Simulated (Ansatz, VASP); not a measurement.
## AlN in VASP and in Ansatz

```
CELL_PARAMETERS angstrom
3.20433 0.00000 0.00000
-1.60217 2.77503 0.00000
0.00000 0.00000 5.05267
ATOMIC_POSITIONS crystal
Al 0.33333 0.66667 0.00000
Al 0.66667 0.33333 0.50000
N 0.33333 0.66667 0.38500
N 0.66667 0.33333 0.88500
```

Change from the starting cell: strain +0.030 along x and y, +0.015 along z, atoms carried along.

Alike in both runs: task single point; functional PBEsol; k mesh 9 × 9 × 6; occupations gaussian, width 0.05 eV; no spin polarisation.

|  | VASP | Ansatz |
| --- | --- | --- |
| version | VASP 6.6.1 | Ansatz 0.2.0 |
| potentials or method | VASP PAW PBE potentials, release 64 (Al, N), cutoff 520 eV | scalar-relativistic, plane waves, PAW |
| valence electrons in the cell | 16 | 16 |

|  | VASP | Ansatz | Ansatz less VASP |
| --- | --- | --- | --- |
| gap on the k mesh at the Fermi level (eV) | 3.43 | 3.41 | -0.013 |
| least direct gap on the mesh (eV) | 3.43 | 3.41 | -0.013 |
| pressure (GPa) | -12.7 | -12.6 | +0.10 |
| traceless stress, the component that is largest in VASP (GPa) | 2.84 | 2.81 | -0.027 |
| rms of the force components (eV/Å) | 0.034 | 0.034 | +0.0007 |

VASP's potentials were made for PBE, not for PBEsol. Atom by atom the forces differ by 0.001 eV/Å (rms over components).
